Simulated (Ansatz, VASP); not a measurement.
**SiC in VASP and in Ansatz**

```
Si C
1.0
     2.16728    2.16728    0.00000
    -2.16728    2.16728    0.00000
     0.00000    2.16728    2.18505
Si C
1 1
Direct
  0.00000 0.00000 0.00000
  0.75000 0.25000 0.50000
```

Change from the starting cell: film at in-plane strain -0.005.

Alike in both runs: task single point; functional r2SCAN; k mesh 10 × 10 × 10; no spin polarisation.

|  | VASP | Ansatz |
| --- | --- | --- |
| version | VASP 6.6.1 | Ansatz 0.2.0 |
| potentials or method | VASP PAW PBE potentials, release 64 (Si, C) | PAW with Ansatz's default frozen-core files, scalar-relativistic |
| plane-wave cutoff (eV) | 520 | 500 |
| occupations | gaussian, width 0.01 eV | fixed |
| valence electrons in the cell | 8 | 8 |

```csv
,VASP,Ansatz,Ansatz less VASP
gap on the k mesh at the Fermi level (eV),1.67,1.66,-0.011
pressure (GPa),1.4,1.6,+0.19
"traceless stress, the component that is largest in VASP (GPa)",-1.56,-1.55,+0.007
```

VASP's potentials were made for PBE, not for r2SCAN.
